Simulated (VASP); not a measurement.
# Si: single point with PBE

The system is Si.

```
CELL_PARAMETERS angstrom
3.72613 0.00000 0.00000
-1.86307 3.22692 0.00000
0.00000 0.00000 6.79870
ATOMIC_POSITIONS crystal
Si 0.33333 0.66667 0.06765
Si 0.66667 0.33333 0.56765
Si 0.33333 0.66667 0.43235
Si 0.66667 0.33333 0.93235
```

This isn't the form of Si at room conditions, which is diamond.

This cell differs from its parent crystal: atoms shifted along a free coordinate, c/a of the conventional cell at fixed volume 1.8246.

```yaml
Program: VASP 6.6.1
Task: single point
Functional: PBE
Potentials_or_basis: VASP PAW PBE potentials, release 64 (Si)
Cutoff: 520 eV
k_mesh: 12 × 12 × 6
Occupations: gaussian, width 0.05 eV
Spin: no spin polarisation
Dipole_correction: no
Further_INCAR_settings: ALGO = Normal; EDIFF = 1e-07; NBANDS = 16
```

| Property | Result |
| --- | --- |
| Pressure | 0.0 GPa |
| Largest force | 0.024 eV/Å |
| Band gap on the k mesh | 0.15 eV (least direct gap 0.52 eV) |

Forces in eV/Å, atoms in the order of the input:
```
Si   0.000  0.000  0.024
Si   0.000  0.000  0.024
Si   0.000  0.000 -0.024
Si   0.000  0.000 -0.024
```

Stress tensor (GPa, compression positive):
```
  5.57   0.00   0.00
  0.00   5.57   0.00
  0.00   0.00 -11.03
```

Levels at points of the mesh, in eV from the valence-band top:
| k point | band 4 | band 5 | band 6 | band 7 | band 8 | band 9 | band 10 | band 11 | band 12 | band 13 |
| --- | --- | --- | --- | --- | --- | --- | --- | --- | --- | --- |
| (0.00, 0.00, 0.00) | -1.16 | -1.13 | -1.13 | 0.00 | 0.00 | 0.52 | 1.88 | 2.28 | 2.28 | 3.77 |
| (0.50, 0.00, 0.00) | -6.44 | -4.81 | -3.21 | -2.82 | -1.61 | 0.67 | 2.03 | 2.21 | 2.94 | 3.11 |
| (0.00, 0.00, 0.50) | -5.01 | -0.67 | -0.67 | -0.67 | -0.67 | 2.38 | 2.38 | 3.10 | 3.10 | 3.10 |
| (0.50, 0.00, 0.50) | -7.42 | -3.04 | -3.04 | -2.32 | -2.32 | 0.37 | 0.37 | 1.48 | 1.48 | 5.16 |

Run time: 2.4 min on 1 thread of Intel Xeon 8259CL, on a shared host, peak memory 0.23 GiB.

 A k mesh can miss the band edges.
